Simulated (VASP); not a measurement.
Here is a VASP 6.6.1 calculation.

INCAR

```
SYSTEM = BeS
PREC = Accurate ; ENCUT = 520
EDIFF = 1E-7 ; ISMEAR = 0
SIGMA = 0.02 ; LREAL = .FALSE.
LASPH = .TRUE. ; NELM = 80
ALGO = Normal ; ISIF = 2
LWAVE = .FALSE. ; LCHARG = .TRUE.
GGA = PE ; LELF = .TRUE.
LVHAR = .TRUE. ; NBANDS = 11
```

Contents of KPOINTS:

```
regular mesh
0
G
  8 8 8
  0 0 0
```

POSCAR

```
BeS
1.0
    0.0000000000      2.4379188670      2.4379188670
    2.4379188670      0.0000000000      2.4379188670
    2.4379188670      2.4379188670      0.0000000000
Be S
1 1
Direct
    0.0000000000      0.0000000000      0.0000000000
    0.2500000000      0.2500000000      0.2500000000
```

Potentials or basis: VASP PAW PBE potentials, release 64 (Be, S).

The run is started by

```bash
$ cat potpaw_PBE.64/Be/POTCAR potpaw_PBE.64/S/POTCAR > POTCAR
$ mpirun -np 1 vasp_std > vasp.out
```

**Question.** Estimate the band gap on the k mesh.

**Answer.** 3.15 eV, indirect (least direct gap 5.68 eV).

**Question.** Estimate the pressure.

**Answer.** 0.0 GPa.

A k mesh can miss the band edges. As with any semilocal functional, this PBE gap is likely too small.
